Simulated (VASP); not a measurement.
## Ir: single point with LDA

Crystal: Ir.

```
CELL_PARAMETERS angstrom
0.00000 1.90609 1.90609
1.90609 0.00000 1.90609
1.90609 1.90609 0.00000
ATOMIC_POSITIONS crystal
Ir 0.00000 0.00000 0.00000
```

- Program: VASP 6.6.1
- Task: single point
- Functional: LDA
- Potentials or basis: VASP PAW LDA potentials, release 64 (Ir_sv_GW)
- Cutoff: 560 eV
- k mesh: 11 × 11 × 11
- Occupations: fermi-dirac, width 0.1 eV
- Spin: no spin polarisation
- Dipole correction: no
- Further INCAR settings: ALGO = Normal; EDIFF = 1e-06; NBANDS = 14

```json
{
 "Pressure": "0.1 GPa",
 "Band gap on the k mesh": "zero (an odd number of electrons rules out a gap without spin polarisation)"
}
```

Levels at points of the mesh, in eV from the Fermi level:
| k point | band 4 | band 5 | band 6 | band 7 | band 8 | band 9 | band 10 | band 11 | band 12 | band 13 |
| --- | --- | --- | --- | --- | --- | --- | --- | --- | --- | --- |
| (0.00, 0.00, 0.00) | -49.18 | -11.25 | -3.97 | -3.97 | -3.97 | -1.16 | -1.16 | 13.65 | 19.24 | 19.24 |

It took 5.3 s on 1 thread of Intel(R) Xeon(R) 6975P-C (Granite Rapids), on a shared host, peak memory 0.13 GiB.

Caveat: spin-orbit coupling is left out, which moves the levels of the heavy elements.
